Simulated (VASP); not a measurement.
Set up this calculation in VASP 6.6.1, as the native input.

| Item | Value |
| --- | --- |
| Task | relaxation of shape and atoms at fixed volume |
| Functional | r2SCAN |
| Potentials or basis | VASP PAW PBE potentials, release 64 (Zr_sv, C) |
| Cutoff | 600 eV |
| k mesh | 12 × 12 × 12 |
| Occupations | gaussian, width 0.05 eV |
| Spin | no spin polarisation |
| Dipole correction | no |
| Further INCAR settings | ALGO = Normal; EDIFF = 1e-06; IBRION = 2; EDIFFG = -0.01; NSW = 60; ISIF = 4 |

The system is ZrC.

```
Zr C
1.0
     3.31825    0.00000    0.00000
    -1.65912    2.87369    0.00000
     0.00000    0.00000    2.96557
Zr C
1 1
Direct
  0.00000 0.00000 0.00000
  0.66667 0.33333 0.50000
```

The input as run:

POSCAR

```
ZrC
1.0
    3.3182487138      0.0000000000      0.0000000000
   -1.6591243569      2.8736876822      0.0000000000
    0.0000000000      0.0000000000      2.9655746321
Zr C
1 1
Direct
    0.0000000000      0.0000000000      0.0000000000
    0.6666666667      0.3333333333      0.5000000000
```

INCAR.step1

```
SYSTEM = ZrC
PREC = Accurate ; ENCUT = 600
ISMEAR = 0 ; SIGMA = 0.05
LREAL = .FALSE. ; LASPH = .TRUE.
NELM = 100 ; GGA = PE
ALGO = Normal ; EDIFF = 1E-4
LWAVE = .TRUE. ; LCHARG = .FALSE.
```

INCAR.step2

```
SYSTEM = ZrC
PREC = Accurate ; ENCUT = 600
EDIFF = 1E-6 ; ISMEAR = 0
SIGMA = 0.05 ; LREAL = .FALSE.
LASPH = .TRUE. ; NELM = 100
ALGO = Normal ; ISIF = 4
LWAVE = .FALSE. ; LCHARG = .FALSE.
METAGGA = R2SCAN ; LMIXTAU = .TRUE.
IBRION = 2 ; NSW = 60
EDIFFG = -0.01 ; ISTART = 1
```

KPOINTS

```
Automatic mesh
0
G
  12 12 12
  0 0 0
```

Potentials or basis: VASP PAW PBE potentials, release 64 (Zr_sv, C).

Launch:

```sh
$ cat potpaw_PBE.64/Zr_sv/POTCAR potpaw_PBE.64/C/POTCAR > POTCAR
$ cp INCAR.step1 INCAR
$ mpirun -np 1 vasp_std > vasp.out
$ cp INCAR.step2 INCAR
$ mpirun -np 1 vasp_std > vasp.out
```

Results of the run:

The energy gained by relaxing is 0.0 meV/atom. The ionic steps are 3. The pressure after relaxing is -6.9 GPa and the band gap on the k mesh is zero (bands 8 and 9 overlap by 0.20 eV).

Caveat: the PAW data sets were made with another functional, which shifts forces and pressure a little.

It took 2.4 min on 1 thread of Intel(R) Xeon(R) 6975P-C (Granite Rapids), on a shared host, peak memory 0.2 GiB.
